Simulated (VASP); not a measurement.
Set up this calculation in VASP 6.6.1, as the native input.

| Quantity | Value |
| --- | --- |
| Task | single point |
| Functional | LDA |
| Potentials or basis | VASP PAW LDA potentials, release 64 (Si) |
| Cutoff | 520 eV |
| k mesh | 30 × 30 × 26 |
| Occupations | gaussian, width 0.15 eV |
| Spin | no spin polarisation |
| Dipole correction | no |
| Further INCAR settings | ALGO = Normal; EDIFF = 1e-06; NBANDS = 8 |

The structure of Si lies in POSCAR:

```
Si
1.0
    2.4546843845      0.0000000000      0.0000000000
   -1.2273421922      2.1258190352      0.0000000000
    0.0000000000      0.0000000000      2.7900904386
Si
1
Direct
    0.0000000000      0.0000000000      0.0000000000
```

This cell differs from its parent crystal: ratio of the length along z to the lengths across it x 1.2, volume and fractional coordinates fixed.

These files were run (other wordings do the same):

INCAR

```
SYSTEM = Si
PREC = Accurate
ENCUT = 520
EDIFF = 1E-6
ISMEAR = 0
SIGMA = 0.15
LREAL = .False.
LASPH = .True.
NELM = 80
ALGO = Normal
ISIF = 2
LWAVE = .False.
LCHARG = .False.
GGA = CA
NBANDS = 8
```

KPOINTS

```
Automatic mesh
0
Gamma
  30 30 26
  0 0 0
```

Potentials or basis: VASP PAW LDA potentials, release 64 (Si).

The run is started by

```sh
$ cat potpaw_LDA.64/Si/POTCAR > POTCAR
$ mpirun -np 1 vasp_std > vasp.out
```

It gave:

The pressure is 4.9 GPa and the band gap on the k mesh is zero (band 2 reaches 14.01 eV, above the bottom of band 3 at 6.12 eV).

It took 110 s on 1 thread of Intel(R) Xeon(R) Platinum 8259CL CPU @ 2.50GHz (Skylake/Cascade Lake), on a shared host, peak memory 0.22 GiB.
